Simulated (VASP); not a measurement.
ZnSe, 2 atoms in the cell. The structure is cubic, space group F-43m (No. 216). The conventional cell has a = 5.568 Å, b = 5.568 Å, c = 5.568 Å, α = 90.00°, β = 90.00°, γ = 90.00°. Zn (site symmetry -43m) has 4 Se at 2.41 Å within 3.2 Å. Se (site symmetry -43m) has 4 Zn at 2.41 Å within 3.2 Å. 

* Program: VASP 6.6.1
* Task: single point
* Functional: LDA
* Potentials or basis: VASP PAW LDA potentials, release 64 (Zn, Se)
* Cutoff: 520 eV
* k mesh: 8 × 8 × 8
* Occupations: gaussian, width 0.01 eV
* Spin: no spin polarisation
* Dipole correction: no
* Further INCAR settings: ALGO = Normal; EDIFF = 1e-06; NBANDS = 16

Potentials or basis: VASP PAW LDA potentials, release 64 (Zn, Se).

Launch:

```console
$ cat potpaw_LDA.64/Zn/POTCAR potpaw_LDA.64/Se/POTCAR > POTCAR
$ mpirun -np 1 vasp_std > vasp.out
```

Hardware: 1 thread of Intel(R) Xeon(R) 6975P-C (Granite Rapids), on a shared host.

**Question.** Estimate the wall time of this run.

**Answer.** It took 8.5 s on 1 thread of Intel(R) Xeon(R) 6975P-C (Granite Rapids), on a shared host, peak memory 0.15 GiB. Counts: scf iterations 12, k points 29.
